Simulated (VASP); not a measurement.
Wanted: the native input for a VASP 6.6.1 run.

| Property | Result |
| --- | --- |
| Task | single point |
| Functional | PBE |
| Potentials or basis | VASP PAW PBE potentials, release 64 (Te) |
| Cutoff | 520 eV |
| k mesh | 4 × 4 × 4 |
| Occupations | gaussian, width 0.1 eV |
| Spin | no spin polarisation |
| Dipole correction | no |
| Further INCAR settings | ALGO = Normal; EDIFF = 1e-07; NBANDS = 27 |

The structure of Te lies in POSCAR:

```
Te
1.0
   -3.8479250086      3.8479250086      3.3340154307
    3.8479250086     -3.8479250086      3.3340154307
    3.8479250086      3.8479250086     -3.3340154307
Te
6
Direct
    0.0000000000      0.0000000000      0.0000000000
    0.7500000000      0.2500000000      0.5000000000
    0.3750000000      0.6250000000      0.7500000000
    0.3750000000      0.1250000000      0.7500000000
    0.3750000000      0.6250000000      0.2500000000
    0.8750000000      0.6250000000      0.2500000000
```

One way to write it, as run:

INCAR

```
PREC = Accurate ; ENCUT = 520
EDIFF = 1E-7 ; ISMEAR = 0
SIGMA = 0.1 ; LREAL = F
LASPH = T ; NELM = 60
ALGO = Normal ; ISIF = 2
LWAVE = F ; LCHARG = T
GGA = PE ; LELF = T
LVHAR = T ; NBANDS = 27
```

KPOINTS

```
Automatic mesh
0
Gamma
  4 4 4
```

Potentials or basis: VASP PAW PBE potentials, release 64 (Te).

Run with:

```console
$ cat potpaw_PBE.64/Te/POTCAR > POTCAR
$ mpirun -np 1 vasp_std > vasp.out
```

Results of the run:

The pressure is -0.1 GPa and the band gap on the k mesh is zero (band 18 reaches 7.59 eV, above the bottom of band 19 at 5.72 eV).

Caveat: spin-orbit coupling is left out, which moves the levels of the heavy elements.

Wall time 110 s on 1 thread of AMD EPYC 7R43 64-Core Processor (Zen 3), with other jobs on the host, peak memory 0.29 GiB.
